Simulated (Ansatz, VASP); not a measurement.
**Li4LuBi2Cl in VASP and in Ansatz**

POSCAR

```
Li4LuBi2Cl
1.0
    3.9762210000      0.0000000000      0.0000000000
    0.0000000000      3.9762210000      0.0000000000
    0.0000000000      0.0000000000      9.2104550000
Cl Lu Li Bi
1 1 4 2
Direct
    0.0000000000      0.0000000000      0.5000000000
    0.0000000000      0.0000000000      0.0000000000
    0.5000000000      0.0000000000      0.8480000000
    0.0000000000      0.5000000000      0.8480000000
    0.5000000000      0.0000000000      0.1520000000
    0.0000000000      0.5000000000      0.1520000000
    0.5000000000      0.5000000000      0.7193000000
    0.5000000000      0.5000000000      0.2807000000
```

Contents of INCAR.step1:

```
SYSTEM = Li4LuBi2Cl
  PREC = Accurate
  ENCUT = 520
  ISMEAR = -1
  SIGMA = 0.1
  LREAL = .FALSE.
  LASPH = .TRUE.
  NELM = 80
  NBANDS = 47
  GGA = PE
  ALGO = Normal
  EDIFF = 1E-4
  LWAVE = .TRUE.
  LCHARG = .FALSE.
```

File INCAR.step2:

```
SYSTEM = Li4LuBi2Cl
  PREC = Accurate
  ENCUT = 520
  EDIFF = 1E-6
  ISMEAR = -1
  SIGMA = 0.1
  LREAL = .FALSE.
  LASPH = .TRUE.
  NELM = 80
  ALGO = Normal
  ISIF = 2
  LWAVE = .FALSE.
  LCHARG = .FALSE.
  METAGGA = R2SCAN
  LMIXTAU = .TRUE.
  NBANDS = 47
  ISTART = 1
```

File KPOINTS:

```
Automatic mesh
0
G
  5 5 2
  0 0 0
```

Input for Ansatz:

```yaml
crystal:
  lattice:
    - [3.976221, 0.0, 0.0]
    - [0.0, 3.976221, 0.0]
    - [0.0, 0.0, 9.210455]
  atoms:
    - { symbol: Cl, position: [0.0, 0.0, 0.5] }
    - { symbol: Lu, position: [0.0, 0.0, 0.0] }
    - { symbol: Li, position: [0.5, 0.0, 0.848] }
    - { symbol: Li, position: [0.0, 0.5, 0.848] }
    - { symbol: Li, position: [0.5, 0.0, 0.152] }
    - { symbol: Li, position: [0.0, 0.5, 0.152] }
    - { symbol: Bi, position: [0.5, 0.5, 0.7193] }
    - { symbol: Bi, position: [0.5, 0.5, 0.2807] }
  symmetry: { tolerance: 0.0003 }
kpoints:
  mp_grid: { grid: [5, 5, 2], shift: [0, 0, 0] }
magnetization:
  spin_polarized: false
scf:
  occupations: { method: fermi_dirac }
hamiltonian:
  pseudopotentials: { kind: paw }
  xc: r2scan
basis:
  ecutwfc: 500
output:
  forces: true
  stress: true
  eigenvalues: true
  write_density: true
  write_potential: true
  elf: true
  volumetric_format: npy
```

Alike in both runs: task single point; functional r2SCAN; k mesh 5 × 5 × 2; no spin polarisation.

```csv
,VASP,Ansatz
version,VASP 6.6.1,Ansatz 0.2.0
potentials or method,"VASP PAW PBE potentials, release 64 (Cl, Lu, Li_sv, Bi_d), cutoff 520 eV",PAW plane waves
occupations,"fermi-dirac, width 0.1 eV",fermi-dirac
valence electrons in the cell,74,74
```

Ansatz gave:

| Quantity | Value |
| --- | --- |
| gap on the k mesh at the Fermi level (eV) | none |
| rms of the force components (eV/Å) | 0.698 |

Task: Estimate VASP's values.

Result: gap on the k mesh at the Fermi level (eV): none; rms of the force components (eV/Å): 0.710.

VASP's potentials were made for PBE, not for r2SCAN. Atom by atom the forces differ by 0.012 eV/Å (rms over components). A gap of «none» marks a metal or a gap that the smearing closes.

Spin-orbit coupling is off throughout. Noted on VASP's run: the cutoff is short for stress, so the pressure is rough.
